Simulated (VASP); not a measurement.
Crystal: PbSe.

```xyz
2
Lattice="3.7332 0.0000 0.0000 0.0000 3.7332 0.0000 0.0000 0.0000 3.7332" Properties=species:S:1:pos:R:3 pbc="T T T"
Pb    0.0000    0.0000    0.0000
Se    1.8666    1.8666    1.8666
```

This cell differs from its parent crystal: volume scaled by 0.96.

Base run:

```yaml
Program: VASP 6.6.1
Functional: PBEsol
Potentials_or_basis: VASP PAW PBE potentials, release 64 (Pb_d, Se)
Cutoff: 520 eV
k_mesh: 7 × 7 × 7
Occupations: fermi-dirac, width 0.05 eV
Spin: no spin polarisation
```

Its results: band gap on the k mesh zero (band 10 reaches 5.63 eV, above the bottom of band 11 at 5.33 eV); pressure -1.3 GPa.

Problem. After a change of settings the same cell gave: band gap on the k mesh zero (band 10 reaches 5.60 eV, above the bottom of band 11 at 5.57 eV); pressure 1.4 GPa. Which change was it?
A. further incar settings from ALGO = Normal; EDIFF = 1e-06; NBANDS = 17 to ALGO = Normal; EDIFF = 1e-07; NBANDS = 17
B. functional from PBEsol to LDA; potentials or basis from VASP PAW PBE potentials, release 64 (Pb_d, Se) to VASP PAW LDA potentials, release 64 (Pb_d, Se)
C. functional from PBEsol to r2SCAN

Solution. C.

Caveats: the PAW data sets were made with another functional, which shifts forces and pressure a little; spin-orbit coupling is left out, which moves the levels of the heavy elements.
